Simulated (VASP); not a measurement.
Input of a VASP 6.6.1 run:

Contents of INCAR:

```
PREC = Accurate
ENCUT = 520
EDIFF = 1E-6
ISMEAR = 0
SIGMA = 0.01
LREAL = F
LASPH = T
NELM = 100
ALGO = Normal
ISIF = 2
LWAVE = F
LCHARG = F
GGA = PE
NBANDS = 43
```

KPOINTS

```
Automatic mesh
0
Gamma
  12 12 6
```

The input POSCAR:

```
Si2Mo
1.0
    4.5136119827      0.0000000000      0.0000000000
   -2.2568059914      3.9089026398      0.0000000000
    0.0000000000      0.0000000000      6.4895892744
Si Mo
6 3
Direct
    0.1638608055      0.8361391945      0.8333333333
    0.3277216110      0.1638608055      0.1666666667
    0.8361391945      0.6722783890      0.5000000000
    0.8361391945      0.1638608055      0.8333333333
    0.6722783890      0.8361391945      0.1666666667
    0.1638608055      0.3277216110      0.5000000000
    0.5000000000      0.0000000000      0.5000000000
    0.0000000000      0.5000000000      0.1666666667
    0.5000000000      0.5000000000      0.8333333333
```

Potentials or basis: VASP PAW PBE potentials, release 64 (Si, Mo_sv).

The run is started by

```sh
$ cat potpaw_PBE.64/Si/POTCAR potpaw_PBE.64/Mo_sv/POTCAR > POTCAR
$ mpirun -np 1 vasp_std > vasp.out
```

Estimate the band gap on the k mesh.

0.03 eV (least direct gap 0.58 eV).

Predict the largest force.

0.006 eV/Å.

What does it give for the pressure?

14.9 GPa.

Stress tensor (GPa, compression positive):
```
14.83  0.00  0.00
 0.00 14.83  0.00
 0.00  0.00 14.92
```

Caveat: the cell stands under pressure. A k mesh can miss the band edges.
